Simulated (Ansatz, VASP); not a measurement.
## C in VASP and in Ansatz

```
C
1.0
     2.49812    0.00000    0.00000
    -1.24906    2.16343    0.00000
     0.00000    0.00000    4.22300
C
4
Cartesian
  0.0000 1.4423 -0.0011
  1.2491 0.7211 2.1104
  0.0000 1.4423 1.5805
  1.2491 0.7211 3.6920
```

Change from the starting cell: strained cell.

Alike in both runs: functional PBEsol; k mesh 9 × 9 × 6; occupations gaussian, width 0.02 eV; no spin polarisation.

Ansatz relaxed the structure, and its values are those at the end. VASP's run is a single point on that final structure, the one shown.

|  | VASP | Ansatz |
| --- | --- | --- |
| version | VASP 6.6.1 | Ansatz 0.2.0 |
| potentials or method | VASP PAW PBE potentials, release 64 (C_h), cutoff 1300 eV | scalar-relativistic, plane waves, PAW |
| valence electrons in the cell | 16 | 16 |

Ansatz gave:

* gap on the k mesh at the Fermi level (eV): 3.10
* least direct gap on the mesh (eV): 4.85
* pressure (GPa): -6.2

Task: What did VASP give for the same quantities?

Result: gap on the k mesh at the Fermi level (eV): 3.09; least direct gap on the mesh (eV): 4.85; pressure (GPa): -6.1.

VASP's potentials were made for PBE, not for PBEsol, and Ansatz warns of the same on its side. With one functional, cell and mesh, what is left measures potentials, basis and numerics. Ansatz's warnings: stress scf threshold loose.
